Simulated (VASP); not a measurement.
## MoAs3: single point with PBE

Crystal: MoAs3.

```
Mo As
1.0
    -2.02034    2.02034    4.21201
     2.02034   -2.02034    4.21201
     2.02034    2.02034   -4.21201
Mo As
1 3
Direct
  0.00000 0.00000 0.00000
  0.50000 0.50000 0.00000
  0.25000 0.75000 0.50000
  0.75000 0.25000 0.50000
```

* Program: VASP 6.6.1
* Task: single point
* Functional: PBE
* Potentials or basis: VASP PAW PBE potentials, release 64 (Mo_sv, As)
* Cutoff: 520 eV
* k mesh: 6 × 6 × 6
* Occupations: gaussian, width 0.1 eV
* Spin: no spin polarisation

```
Pressure               : 0.4 GPa
Band gap on the k mesh : zero (an odd number of electrons rules out a gap without spin polarisation)
```

Stress tensor (GPa, compression positive):
```
0.45 0.00 0.00
0.00 0.45 0.00
0.00 0.00 0.20
```

Levels at points of the mesh, in eV from the Fermi level:
```tsv
k point	band 13	band 14	band 15	band 16	band 17	band 18
(0.00, 0.00, 0.00)	-1.97	-0.81	-0.02	0.69	1.66	1.66
(0.50, 0.00, 0.00)	-1.84	-1.83	-0.17	-0.08	0.97	1.96
(0.50, 0.50, 0.00)	0.05	0.06	0.22	0.70	0.84	3.16
(0.50, 0.50, 0.50)	-0.68	-0.54	0.30	0.54	0.90	1.01
```

It took 2 min on 1 thread of Intel Xeon 8259CL, on a shared host, peak memory 0.26 GiB.
